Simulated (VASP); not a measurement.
# Eu (Im-3m) in VASP: further runs

The runs below take Eu through single point, with LDA.

All numbers are computed with VASP 6.6.1; they aren't measurements. Logs are shortened: lines on timing, memory, paths and dates and some standing lists are left out, and cuts for length are marked.

## 1. The cell of the first run

The structure is cubic, space group Im-3m (No. 229). Conventional cell: a = 4.109 Å, b = 4.109 Å, c = 4.109 Å, α = 90.00°, β = 90.00°, γ = 90.00°. Within 4.7 Å of Eu (site symmetry m-3m) lie 14 Eu at 3.56 to 4.11 Å.

## 2. Single point, LDA, collinear spin, ferromagnetic start

INCAR reads:

```
  PREC = Accurate
  ENCUT = 520
  EDIFF = 1E-6
  ISMEAR = -1
  SIGMA = 0.05
  LREAL = F
  LASPH = T
  NELM = 150
  ALGO = Normal
  ISIF = 2
  LWAVE = F
  LCHARG = F
  ISPIN = 2
  MAGMOM = 7
  LORBIT = 11
  LMAXMIX = 6
  GGA = CA
  NBANDS = 18
```

KPOINTS reads:

```
regular mesh
0
Gamma
  10 10 10
```

POSCAR reads:

```
Eu
1.0
   -2.0544258995      2.0544258995      2.0544258995
    2.0544258995     -2.0544258995      2.0544258995
    2.0544258995      2.0544258995     -2.0544258995
Eu
1
Direct
    0.0000000000      0.0000000000      0.0000000000
```

Potentials or basis: VASP PAW PBE potentials, release 64 (Eu).

Started as:

```console
$ cat potpaw_PBE.64/Eu/POTCAR > POTCAR
$ mpirun -np 1 vasp_std > vasp.out
```

OUTCAR:

```text
PREC = Accurate
   ENCUT = 520
   EDIFF = 1E-6
   ISMEAR = -1
   LREAL = F
   LASPH = T
   NELM = 150
   ISIF = 2
   ISPIN = 2
   LORBIT = 11
   GGA = CA

 ion  position               nearest neighbor table
   1  0.000  0.000  0.000-

  LATTYP: Found a body centered cubic cell.
 ALAT       =     4.1088517990

  Lattice vectors:

 A1 = (  -2.0544258995,   2.0544258995,   2.0544258995)
 A2 = (   2.0544258995,  -2.0544258995,   2.0544258995)
 A3 = (   2.0544258995,   2.0544258995,  -2.0544258995)

Analysis of symmetry for initial positions (statically):
=====================================================================
 Subroutine PRICEL returns:
 Original cell was already a primitive cell.

 Routine SETGRP: Setting up the symmetry group for a
 body centered cubic supercell.

 Subroutine GETGRP returns: Found 48 space group operations
 (whereof 48 operations were pure point group operations)
 out of a pool of 48 trial point group operations.

The static configuration has the point symmetry O_h .

Analysis of symmetry for dynamics (positions and initial velocities):
=====================================================================
 Subroutine PRICEL returns:
 Original cell was already a primitive cell.

 Routine SETGRP: Setting up the symmetry group for a
 body centered cubic supercell.

 Subroutine GETGRP returns: Found 48 space group operations
 (whereof 48 operations were pure point group operations)
 out of a pool of 48 trial point group operations.

The dynamic configuration has the point symmetry O_h .

Analysis of structural, dynamic, and magnetic symmetry:
=====================================================================
 Subroutine PRICEL returns:
 Original cell was already a primitive cell.

 Routine SETGRP: Setting up the symmetry group for a
 body centered cubic supercell.

 Subroutine GETGRP returns: Found 48 space group operations
 (whereof 48 operations were pure point group operations)
 out of a pool of 48 trial point group operations.

The overall configuration has the point symmetry O_h .

 Subroutine INISYM returns: Found 48 space group operations
 (whereof 48 operations are pure point group operations),
 and found     1 'primitive' translations

----------------------------------------------------------------------------------------

                                     Primitive cell

  volume of cell :      34.6842

  direct lattice vectors                    reciprocal lattice vectors
    -2.054425899  2.054425899  2.054425899     0.000000000  0.243376994  0.243376994
     2.054425899 -2.054425899  2.054425899     0.243376994  0.000000000  0.243376994
     2.054425899  2.054425899 -2.054425899     0.243376994  0.243376994  0.000000000

  length of vectors
     3.558370038  3.558370038  3.558370038     0.344187046  0.344187046  0.344187046

  position of ions in fractional coordinates (direct lattice)
     0.000000000  0.000000000  0.000000000

  ion indices of the primitive-cell ions
   primitive index   ion index
                 1           1

----------------------------------------------------------------------------------------

 KPOINTS: regular mesh

Automatic generation of k-mesh.
 Grid dimensions read from file:
 generate k-points for:   10   10   10

 Generating k-lattice:

  Cartesian coordinates                     Fractional coordinates (reciprocal lattice)
     0.000000000  0.024337699  0.024337699     0.100000000  0.000000000  0.000000000
     0.024337699  0.000000000  0.024337699     0.000000000  0.100000000  0.000000000
     0.024337699  0.024337699  0.000000000     0.000000000  0.000000000  0.100000000

  Length of vectors
     0.034418705  0.034418705  0.034418705

  Shift w.r.t. Gamma in fractional coordinates (k-lattice)
     0.000000000  0.000000000  0.000000000

 Subroutine IBZKPT returns following result:
 ===========================================

 Found     47 irreducible k-points:

 Following reciprocal coordinates:
            Coordinates               Weight
  0.000000  0.000000  0.000000      1.000000
  0.100000  0.000000  0.000000     12.000000
  0.200000  0.000000  0.000000     12.000000
  0.300000  0.000000  0.000000     12.000000
  0.400000  0.000000  0.000000     12.000000
  0.500000  0.000000  0.000000      6.000000
[... 16 lines left out ...]
  0.300000  0.300000  0.100000      8.000000
 -0.300000  0.300000  0.100000     24.000000
 [... further k-points ...]
   k-points           NKPTS =     47   k-points in BZ     NKDIM =     47   number of bands    NBANDS=     18
   number of dos      NEDOS =    301   number of ions     NIONS =      1
   total plane-waves  NPLWV =  21952
   dimension x,y,z NGX =    28 NGY =   28 NGZ =   28
   dimension x,y,z NGXF=    56 NGYF=   56 NGZF=   56
   ions per type =               1
   NGX,Y,Z   is equivalent  to a cutoff of  13.08, 13.08, 13.08 a.u.
   NGXF,Y,Z  is equivalent  to a cutoff of  26.16, 26.16, 26.16 a.u.
 SYSTEM =  unknown system
   PREC   = accura    normal or accurate (medium, high low for compatibility)
   ISTART =      0    job   : 0-new  1-cont  2-samecut
   ICHARG =      2    charge: 1-file 2-atom 10-const
   ISPIN  =      2    spin polarized calculation?
   LNONCOLLINEAR =      F non collinear calculations
   LSORBIT =      F    spin-orbit coupling
   LASPH  =      T    aspherical Exc in radial PAW
   ENCUT  =  520.0 eV  38.22 Ry    6.18 a.u.   6.62  6.62  6.62*2*pi/ulx,y,z
   NELM   =    150;   NELMIN=  2; NELMDL= -5     # of ELM steps
   EDIFF  = 0.1E-05   stopping-criterion for ELM
   LREAL  =      F    real-space projection
   EDIFFG = 0.1E-04   stopping-criterion for IOM
   NSW    =      0    number of steps for IOM
   IBRION =     -1    ionic relax: 0-MD 1-quasi-New 2-CG
   NFREE  =      0    steps in history (QN), initial steepest desc. (CG)
   ISIF   =      2    stress and relaxation
   ISYM   =      2    0-nonsym 1-usesym 2-fastsym
   POTIM  = 0.5000    time-step for ionic-motion
   TEBEG  =    0.0;   TEEND  =   0.0 temperature during run
   PSTRESS=    0.0 pullay stress
   NELECT =      17.0000    total number of electrons
   NUPDOWN=      -1.0000    fix difference up-down
   EMIN   =  10.00;   EMAX   =-10.00  energy-range for DOS
   EFERMI =   0.00;   METHOD = LEGACY
   ISMEAR =    -1;   SIGMA  =   0.05  broadening in eV -4-tet -1-fermi 0-gaus
   EFERMI_NEDOS =   21; number of points for ismear=-14 and -15
   IALGO  =     38    algorithm
   IMIX   =      4    mixing-type and parameters
     AMIX     =   0.40;   BMIX     =  1.00
     AMIX_MAG =   1.60;   BMIX_MAG =  1.00
  volume/ion in A,a.u.               =      34.68       234.06
  Fermi-wavevector in a.u.,A,eV,Ry     =   1.290765  2.439193 22.668332  1.666075
  Thomas-Fermi vector in A             =   2.422577
   LORBIT       =     11    0 simple, 1 ext, 2 COOP (PROOUT), +10 PAW based schemes
   GGA     = CA    functional components
   LHFCALC =     F    Hartree Fock is set to
   AEXX    =    0.0000 exact exchange contribution
   IVDW    =     0    specifies the selected vdW correction
   LEPSILON=     F    determine dielectric tensor
   LRPA    =     F    only Hartree local field effects (RPA)
 spin polarized calculation
  energy-cutoff  :      520.00
  volume of cell :       34.68
 maximum number of plane-waves:       959
   NGX = 13   NGY = 13   NGZ = 13

 number of electron      17.0000002 magnetization       7.1411135

 Free energy of the ion-electron system (eV)
  ---------------------------------------------------
  ext. energy  EPLUGINS =         0.00000000
  ---------------------------------------------------
  free energy    TOTEN  =       -11.41064180 eV

  energy without entropy =      -11.39792956  energy(sigma->0) =      -11.40428568

 E-fermi :   2.5660     XC(G=0):  -9.9421

 val. band max:        2.5603440363   @ k =   0.2000   0.2000   0.2000
 cond. band min:       2.5675460091   @ k =  -0.4000   0.4000   0.3000
 fundamental gap:      0.0072019728
 Fermi energy:         2.5660452622

 spin component 1

 k-point     1 :       0.0000    0.0000    0.0000
  band No.  band energies     occupation
      1     -38.6616      1.00000
      2     -17.1570      1.00000
      3     -17.1570      1.00000
      4     -17.1570      1.00000
      5      -1.9303      1.00000
      6       1.9902      0.99999
[... 10 lines left out ...]
     17       6.6466      0.00000
     18      13.1574      0.00000

 k-point     2 :       0.1000    0.0000    0.0000
  band No.  band energies     occupation
      1     -38.6536      1.00000
      2     -17.2432      1.00000
      3     -17.1830      1.00000
      4     -17.1577      1.00000
      5      -1.6422      1.00000
      6       1.9837      0.99999
[... 10 lines left out ...]
     17       6.6635      0.00000
     18      13.4244      0.00000
[... 442 lines left out ...]
 k-point    24 :      -0.3000    0.3000    0.1000
  band No.  band energies     occupation
      1     -38.6004      1.00000
      2     -17.7047      1.00000
      3     -17.3607      1.00000
      4     -17.2236      1.00000
      5       0.2766      1.00000
      6       1.9339      1.00000
[... 10 lines left out ...]
     17       7.4157      0.00000
     18      12.5227      0.00000

 [... further k-points ...]

 spin component 2

 k-point     1 :       0.0000    0.0000    0.0000
  band No.  band energies     occupation
      1     -35.8670      1.00000
      2     -14.9767      1.00000
      3     -14.9767      1.00000
      4     -14.9767      1.00000
      5      -1.2437      1.00000
      6       5.4494      0.00000
[... 10 lines left out ...]
     17       7.6687      0.00000
     18      14.1302      0.00000

 k-point     2 :       0.1000    0.0000    0.0000
  band No.  band energies     occupation
      1     -35.8572      1.00000
      2     -15.0830      1.00000
      3     -15.0077      1.00000
      4     -14.9777      1.00000
      5      -0.9393      1.00000
      6       5.1319      0.00000
[... 10 lines left out ...]
     17       7.7629      0.00000
     18      14.3906      0.00000
[... 442 lines left out ...]
 k-point    24 :      -0.3000    0.3000    0.1000
  band No.  band energies     occupation
      1     -35.7912      1.00000
      2     -15.6426      1.00000
      3     -15.2188      1.00000
      4     -15.0587      1.00000
      5       1.0446      1.00000
      6       3.9950      0.00000
[... 10 lines left out ...]
     17       8.5791      0.00000
     18      13.5194      0.00000

 [... further k-points ...]
[... 5 lines left out ...]
  --------------------------------------------------------------------------------------
  -------------------------------------------------------------------------------------
  Total       -0.0608829     -0.0608829     -0.0608829      0.0000000     -0.0000000     -0.0000000
  in kB       -2.8123847     -2.8123847     -2.8123847      0.0000000     -0.0000000     -0.0000000
  external PRESSURE =      -2.8123847 kB  Pullay stress =       0.0000000 kB

 VOLUME and BASIS-vectors are now :
 -----------------------------------------------------------------------------
  energy-cutoff  :      520.00
  volume of cell :       34.68
      direct lattice vectors                 reciprocal lattice vectors
    -2.054425899  2.054425899  2.054425899     0.000000000  0.243376994  0.243376994
     2.054425899 -2.054425899  2.054425899     0.243376994  0.000000000  0.243376994
     2.054425899  2.054425899 -2.054425899     0.243376994  0.243376994  0.000000000

 POSITION                                       TOTAL-FORCE (eV/Angst)
 -----------------------------------------------------------------------------------
      0.00000      0.00000      0.00000         0.000000      0.000000      0.000000
 -----------------------------------------------------------------------------------
    total drift:                               -0.000000     -0.000000      0.000000

  FREE ENERGIE OF THE ION-ELECTRON SYSTEM (eV)
  ---------------------------------------------------
  free  energy   TOTEN  =       -11.4106417960 eV

  energy  without entropy=      -11.3979295574  energy(sigma->0) =      -11.40428568

 total charge

# of ion       s       p       d       f       tot
--------------------------------------------------
    1        2.093   5.640   0.401   6.586  14.720

 magnetization (x)

# of ion       s       p       d       f       tot
--------------------------------------------------
    1        0.002  -0.069   0.132   6.578   6.644
```

Run time: 40 s. Hardware: 1 thread of Intel Xeon 6975P-C (Granite Rapids), shared host; peak memory 0.19 GiB.

What came out:

```
Free energy                                           : -11.4106 eV
Pressure                                              : -0.3 GPa
Net moment                                            : 7.14 μB per cell
Site moments                                          : Eu +6.64 μB
Valence electrons inside the program's atomic spheres : Eu 14.72
```

Caveat: the PAW data sets were made with another functional, which shifts forces and pressure a little; spin-orbit coupling is left out, which moves the levels of the heavy elements. The state reached can hang on the start; a lower one may exist.

## 3. Single point, LDA, collinear spin, ferromagnetic start

INCAR reads:

```
PREC     = Accurate       # precision mode
ENCUT    = 520            # plane-wave cutoff, eV
EDIFF    = 1E-7           # SCF threshold, eV
ISMEAR   = 1              # smearing method
SIGMA    = 0.03           # smearing width, eV
LREAL    = False          # projectors in reciprocal space
LASPH    = True           # aspherical terms in the spheres
NELM     = 150            # most SCF steps
ALGO     = Normal         # electronic algorithm
ISIF     = 2              # what is computed and relaxed
LWAVE    = False          # write WAVECAR
LCHARG   = False          # write CHGCAR
ISPIN    = 2              # spin polarisation
MAGMOM   = 6.925          # initial moments
LORBIT   = 11             # projections on sites
LMAXMIX  = 6              # l up to which the mixer works
GGA      = CA             # functional
NBANDS   = 18             # bands
```

KPOINTS reads:

```
regular mesh
0
Gamma
  11 11 11
```

POSCAR reads:

```
Eu
1.0
   -2.0544259245      2.0544259245      2.0544259245
    2.0544259245     -2.0544259245      2.0544259245
    2.0544259245      2.0544259245     -2.0544259245
Eu
1
Direct
    0.0000000000      0.0000000000      0.0000000000
```

Potentials or basis: VASP PAW PBE potentials, release 64 (Eu).

Started as:

```console
$ cat potpaw_PBE.64/Eu/POTCAR > POTCAR
$ mpirun -np 1 vasp_std > vasp.out
```

Run time: 74 s. Hardware: 1 thread of Intel Xeon Platinum 8488C (Sapphire Rapids), shared host; peak memory 0.2 GiB.

The run converged. Its results:

| Item | Value |
| --- | --- |
| Free energy | -11.4053 eV |
| Pressure | -0.3 GPa |
| Net moment | 7.09 μB per cell |
| Site moments | Eu +6.62 μB |
| Valence electrons inside the program's atomic spheres | Eu 14.72 |

Levels at points of the mesh, in eV from the Fermi level:
Spin up:
```
           k point  band 8  band 9  band 10  band 11  band 12  band 13  band 14  band 15  band 16  band 17
(0.00, 0.00, 0.00)   -0.51   -0.25    -0.25    -0.25    -0.19     2.00     2.00     2.00     4.17     4.17
```
Spin down:
```tsv
k point	band 1	band 2	band 3	band 4	band 5	band 6	band 7	band 8	band 9	band 10
(0.00, 0.00, 0.00)	-38.37	-17.48	-17.48	-17.48	-3.75	2.95	2.95	2.95	3.56	3.56
```

Caveat: the PAW data sets were made with another functional, which shifts forces and pressure a little; spin-orbit coupling is left out, which moves the levels of the heavy elements. The state reached can hang on the start; a lower one may exist.

(Continued in part 2 of 3.)
